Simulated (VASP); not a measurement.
# Li16C (a cell with a defect) in VASP: further runs, part 2 of 3

VASP 6.6.1.

## 3. Single point, PBE+D3(BJ)

The input, INCAR:

```
SYSTEM = Li16C
PREC = Accurate
ENCUT = 650
EDIFF = 1E-6
ISMEAR = -1
SIGMA = 0.05
LREAL = .FALSE.
LASPH = .TRUE.
NELM = 120
ALGO = Normal
ISIF = 2
LWAVE = .FALSE.
LCHARG = .FALSE.
GGA = PE
IVDW = 12
NBANDS = 40
GGA_COMPAT = .FALSE.
```

The input, KPOINTS:

```
regular mesh
0
G
  2 2 2
  0 0 0
```

The input, POSCAR:

```
Li16C
1.0
    6.9800000000      0.0000000000      0.0000000000
    0.0000000000      6.9800000000      0.0000000000
    0.0000000000      0.0000000000      6.9800000000
Li C
16 1
Direct
   -0.1824355301     -0.0273638968     -0.1373782235
    0.2909742120      0.4166045845      0.3394985673
    0.1093409742      0.6057020057      0.0504584527
   -0.5093839542      0.1671060172     -0.0091547278
    0.1058309456      0.0793982808      0.3807593123
    0.6446991404      0.6982808023      0.0989398281
    0.5271346705     -0.0152578797      0.5418194842
    0.8108452722      0.3392263610      0.1659455587
    0.1259455587      0.2473638968      0.6864469914
    0.2887822350      0.7922922636      0.2963323782
    0.2084097421     -0.1315042980      0.8723352436
    0.6806590258      0.3561604585      0.3882091691
    0.8289255014      0.8731948424      0.4303581662
    0.7858452722      0.3574212034      0.7930372493
    0.4329512894      0.6027507163      0.7602148997
    1.0789398281      0.6239398281      0.5959025788
   -0.1252578797      0.1333381089      0.6041404011
```

Potentials or basis: VASP PAW PBE potentials, release 64 (Li_sv, C).

Run with:

```console
$ cat potpaw_PBE.64/Li_sv/POTCAR potpaw_PBE.64/C/POTCAR > POTCAR
$ mpirun -np 1 vasp_std > vasp.out
```

OUTCAR:

```text
SYSTEM = Li16C
   PREC = Accurate
   ENCUT = 650
   EDIFF = 1E-6
   ISMEAR = -1
   LREAL = .FALSE.
   LASPH = .TRUE.
   NELM = 120
   ISIF = 2
   GGA = PE
   IVDW = 12
 IVDW          = 12

 ion  position               nearest neighbor table
   1  0.818  0.973  0.863-  17 2.16
   2  0.291  0.417  0.339-
   3  0.109  0.606  0.050-  11 2.32  10 2.49
   4  0.491  0.167  0.991-
   5  0.106  0.079  0.381-  17 2.27  13 2.43   9 2.44  10 2.45
   6  0.645  0.698  0.099-
   7  0.527  0.985  0.542-  13 2.38
   8  0.811  0.339  0.166-  12 1.80
   9  0.126  0.247  0.686-  17 2.01   5 2.44  14 2.60
  10  0.289  0.792  0.296-   5 2.45   3 2.49
  11  0.208  0.868  0.872-   3 2.32  15 2.55
  12  0.681  0.356  0.388-   8 1.80
  13  0.829  0.873  0.430-  17 2.21   7 2.38   5 2.43
  14  0.786  0.357  0.793-  17 2.14   9 2.60
  15  0.433  0.603  0.760-  11 2.55
  16  0.079  0.624  0.596-
  17  0.875  0.133  0.604-   9 2.01  14 2.14   1 2.16  13 2.21   5 2.27

  LATTYP: Found a simple cubic cell.
 ALAT       =     6.9800000000

  Lattice vectors:

 A1 = (   6.9800000000,   0.0000000000,   0.0000000000)
 A2 = (   0.0000000000,   6.9800000000,   0.0000000000)
 A3 = (   0.0000000000,   0.0000000000,   6.9800000000)

Analysis of symmetry for initial positions (statically):
=====================================================================
 Subroutine PRICEL returns:
 Original cell was already a primitive cell.

 Routine SETGRP: Setting up the symmetry group for a
 simple cubic supercell.

 Subroutine GETGRP returns: Found  1 space group operations
 (whereof  1 operations were pure point group operations)
 out of a pool of 48 trial point group operations.

The static configuration has the point symmetry C_1 .
[... 143 lines left out ...]
   IALGO  =     38    algorithm
   IMIX   =      4    mixing-type and parameters
     AMIX     =   0.40;   BMIX     =  1.00
     AMIX_MAG =   1.60;   BMIX_MAG =  1.00
  volume/ion in A,a.u.               =      20.00       134.99
  Fermi-wavevector in a.u.,A,eV,Ry     =   0.875428  1.654319 10.427158  0.766374
  Thomas-Fermi vector in A             =   1.995098
   LORBIT       =      0    0 simple, 1 ext, 2 COOP (PROOUT), +10 PAW based schemes
   GGA     = PE    functional components
   LHFCALC =     F    Hartree Fock is set to
   AEXX    =    0.0000 exact exchange contribution
   IVDW    =    12    specifies the selected vdW correction
   LEPSILON=     F    determine dielectric tensor
   LRPA    =     F    only Hartree local field effects (RPA)
 non-spin polarized calculation
  energy-cutoff  :      650.00
  volume of cell :      340.07
 maximum number of plane-waves:     12893
 NGX is ok and might be reduce to    60
   NGX = 29   NGY = 29   NGZ = 29

 number of electron      52.0000008 magnetization

 Free energy of the ion-electron system (eV)
  ---------------------------------------------------
  ext. energy  EPLUGINS =         0.00000000
  ---------------------------------------------------
  free energy    TOTEN  =       -34.12454066 eV

  energy without entropy =      -34.06959928  energy(sigma->0) =      -34.09706997

 E-fermi :   0.5173     XC(G=0):  -7.0253

 val. band max:        0.4906435918   @ k =   0.0000   0.5000   0.5000
 cond. band min:       0.5260566653   @ k =   0.5000   0.0000   0.0000
 fundamental gap:      0.0354130735
 Fermi energy:         0.5173059157

 k-point     1 :       0.0000    0.0000    0.0000
  band No.  band energies     occupation
      1     -47.2796      2.00000
      2     -46.9087      2.00000
      3     -46.4000      2.00000
      4     -46.3739      2.00000
      5     -46.2984      2.00000
      6     -46.1752      2.00000
[... 317 lines left out ...]
     37       3.7528      0.00000
     38       3.8319      0.00000
 [bands above 38 left out]

------------------------ aborting loop because EDIFF is reached ----------------------------------------

 Edisp (eV)   -2.74233

 E8    (eV) :    -1.1367

  FORCE on cell =-STRESS in cart. coord.  units (eV):
  Direction    XX          YY          ZZ          XY          YZ          ZX
  --------------------------------------------------------------------------------------
  -------------------------------------------------------------------------------------
  Total      -2.31078    -4.62451    -3.87024     0.01940     0.19378    -2.05018
  in kB     -10.88686   -21.78762   -18.23402     0.09142     0.91298    -9.65908
  external pressure =      -16.97 kB  Pullay stress =        0.00 kB

 VOLUME and BASIS-vectors are now :
 -----------------------------------------------------------------------------
  energy-cutoff  :      650.00
  volume of cell :      340.07
      direct lattice vectors                 reciprocal lattice vectors
     6.980000000  0.000000000  0.000000000     0.143266476  0.000000000  0.000000000
     0.000000000  6.980000000  0.000000000     0.000000000  0.143266476  0.000000000
     0.000000000  0.000000000  6.980000000     0.000000000  0.000000000  0.143266476

 POSITION                                       TOTAL-FORCE (eV/Angst)
 -----------------------------------------------------------------------------------
      5.70660      6.78900      6.02110         0.180839      0.028575     -0.419286
      2.03100      2.90790      2.36970         0.321475     -0.140856     -0.167918
      0.76320      4.22780      0.35220        -0.586474     -0.735923     -0.031316
      3.42450      1.16640      6.91610        -0.443327      0.048706      0.233322
      0.73870      0.55420      2.65770        -0.554850      0.271056      0.011633
      4.50000      4.87400      0.69060        -0.196117     -0.075182      0.006703
[... 9 lines left out ...]
      0.55100      4.35510      4.15940        -0.514301      0.034021     -0.075399
      6.10570      0.93070      4.21690        -0.552120     -0.258198     -0.526991
 -----------------------------------------------------------------------------------
    total drift:                               -0.002353      0.001813      0.002131

  FREE ENERGIE OF THE ION-ELECTRON SYSTEM (eV)
  ---------------------------------------------------
  free  energy   TOTEN  =       -36.8668707449 eV

  energy  without entropy=      -36.8119293634  energy(sigma->0) =      -36.83940005
```

stdout:

```text
POSCAR found type information on POSCAR LiC
 POSCAR found :  2 types and      17 ions
 scaLAPACK will be used
 -----------------------------------------------------------------------------
|                                                                             |
|                                                                             |
|     You have a (more or less) 'large supercell' and for larger cells it     |
|     might be more efficient to use real-space projection operators.         |
|     Therefore, try LREAL= Auto in the INCAR file.                           |
|     Mind: For very accurate calculation, you might also keep the            |
|     reciprocal projection scheme (i.e. LREAL=.FALSE.).                      |
|                                                                             |
 -----------------------------------------------------------------------------

 LDA part: xc-table for (Slater+PW92), standard interpolation
 POSCAR, INCAR and KPOINTS ok, starting setup
 FFT: planning ... GRIDC
 FFT: planning ... GRID_SOFT
 FFT: planning ... GRID
 WAVECAR not read
 entering main loop
```

Run time: 6.1 min. Hardware: 1 thread of AMD EPYC 7R13, shared host; peak memory 0.47 GiB.

What came out:

| Quantity | Value |
| --- | --- |
| Free energy | -36.8669 eV |
| Pressure | -1.7 GPa |
| Largest force | 2.453 eV/Å |
| Band gap on the k mesh | zero (bands 26 and 27 overlap by 0.16 eV) |
| Dispersion energy per atom | -0.161 eV |

Forces on the atoms (eV/Å):
```
Li   0.181  0.029 -0.419
Li   0.321 -0.141 -0.168
Li  -0.586 -0.736 -0.031
Li  -0.443  0.049  0.233
Li  -0.555  0.271  0.012
Li  -0.196 -0.075  0.007
Li   0.071  0.634  0.427
Li   1.538 -0.405 -1.252
Li   0.199  0.044  0.523
Li   0.574  0.048 -0.076
Li   0.014  0.943 -0.289
Li  -0.686 -0.135  2.351
Li   0.131  0.006 -0.064
Li   0.074  0.035 -0.505
Li   0.430 -0.342 -0.145
Li  -0.514  0.034 -0.075
C   -0.552 -0.258 -0.527
```

Caveat: the k points lie up to 0.45 Å⁻¹ apart; the atoms stand as in a frame of molecular dynamics.

## 4. Single point, PBE+D3(BJ)

The input, INCAR:

```
SYSTEM = Li16C
ALGO = Normal ; EDIFF = 1E-6
ENCUT = 650 ; GGA = PE
GGA_COMPAT = .False. ; ISIF = 2
ISMEAR = -1 ; IVDW = 12
LASPH = .True. ; LCHARG = .False.
LREAL = .False. ; LWAVE = .False.
NBANDS = 40 ; NELM = 120
PREC = Accurate ; SIGMA = 0.05
```

The input, KPOINTS:

```
k-points
0
Gamma
  2 2 2
  0 0 0
```

The input, POSCAR:

```
Li16C
1.0
    6.9800000000      0.0000000000      0.0000000000
    0.0000000000      6.9800000000      0.0000000000
    0.0000000000      0.0000000000      6.9800000000
Li C
16 1
Direct
   -0.2995702006     -0.2616905444     -0.3329656160
    0.3933094556      0.6000000000      0.4593123209
    0.1269197708      0.5952435530      0.0765902579
   -0.5290974212      0.2140257880      0.1464326648
    0.1037535817      0.2130659026      0.4560601719
    0.7079656160      0.6450859599      0.1408882521
    0.5611318052      0.1187965616      0.6845415473
    0.7640544413     -0.0282808023     -0.0358309456
    0.1453868195      0.2917048711      0.7077363897
    0.2758739255      0.8724068768      0.3140401146
    0.1378796562     -0.1328653295      0.7368767908
    0.8370773639      0.3325501433      0.2265616046
    0.7610315186      0.9766475645      0.4486246418
    0.8201432665      0.4023638968      0.8390114613
    0.4382664756      0.5060744986      0.8513753582
    0.9657736390      0.6660888252      0.4366475645
   -0.1151002865      0.1183810888      0.6606733524
```

Run with:

```console
$ cat potpaw_PBE.64/Li_sv/POTCAR potpaw_PBE.64/C/POTCAR > POTCAR
$ mpirun -np 1 vasp_std > vasp.out
```

Run time: 6.8 min. Hardware: 1 thread of AMD EPYC 7R13, shared host; peak memory 0.51 GiB.

It converged, with:

| Property | Result |
| --- | --- |
| Free energy | -36.9796 eV |
| Pressure | -1.4 GPa |
| Largest force | 1.686 eV/Å |
| Band gap on the k mesh | zero (bands 26 and 27 overlap by 0.15 eV) |
| Dispersion energy per atom | -0.161 eV |

Forces on the atoms (eV/Å):
```
Li  -0.118 -0.007  0.535
Li   0.274 -0.938  0.076
Li  -0.068 -0.133 -0.098
Li  -0.347  0.099  0.073
Li  -0.425 -0.605 -1.183
Li  -0.625  0.441  0.046
Li  -0.055  0.462 -0.054
Li   0.627  0.425 -0.270
Li  -0.182  0.155  1.669
Li   0.108  0.747 -0.361
Li  -0.193  0.389  0.096
Li   0.087 -0.421  0.400
Li   0.117  0.287 -1.102
Li   0.131 -0.678 -0.505
Li   0.023  0.265  0.173
Li   0.343 -0.458  0.110
C    0.303 -0.033  0.396
```

Stress tensor (GPa, compression positive):
```
-2.17 -0.87  0.54
-0.87 -1.83  0.32
 0.54  0.32 -0.23
```

Levels at points of the mesh, in eV from the Fermi level:
| k point | band 22 | band 23 | band 24 | band 25 | band 26 | band 27 | band 28 | band 29 | band 30 | band 31 |
| --- | --- | --- | --- | --- | --- | --- | --- | --- | --- | --- |
| (0.00, 0.00, 0.00) | -1.11 | -0.99 | -0.52 | -0.35 | -0.10 | 0.04 | 0.64 | 0.83 | 0.99 | 1.07 |
| (0.50, 0.00, 0.00) | -1.19 | -0.69 | -0.49 | -0.29 | -0.19 | 0.02 | 0.20 | 0.54 | 0.87 | 1.35 |
| (0.00, 0.50, 0.00) | -1.27 | -0.81 | -0.62 | -0.48 | -0.35 | 0.20 | 0.53 | 0.62 | 1.10 | 1.17 |
| (0.00, 0.00, 0.50) | -1.06 | -0.68 | -0.63 | -0.40 | -0.31 | 0.05 | 0.37 | 0.48 | 1.24 | 1.35 |
| (0.50, 0.50, 0.00) | -1.29 | -1.03 | -0.60 | -0.26 | -0.05 | 0.16 | 0.23 | 0.71 | 0.84 | 1.39 |
| (0.00, 0.50, 0.50) | -1.35 | -0.80 | -0.60 | -0.21 | -0.10 | -0.05 | 0.47 | 0.65 | 1.05 | 1.53 |
| (0.50, 0.00, 0.50) | -1.50 | -1.00 | -0.80 | -0.10 | 0.10 | 0.29 | 0.37 | 0.65 | 0.86 | 1.69 |
| (0.50, 0.50, 0.50) | -1.68 | -1.58 | -1.31 | -0.46 | -0.05 | 0.18 | 0.88 | 1.76 | 1.85 | 2.16 |

Caveat: the k points lie up to 0.45 Å⁻¹ apart; the atoms stand as in a frame of molecular dynamics.

(Continued in part 3 of 3.)

The gap in the log of VASP goes by the Fermi energy; the results here count the filled bands.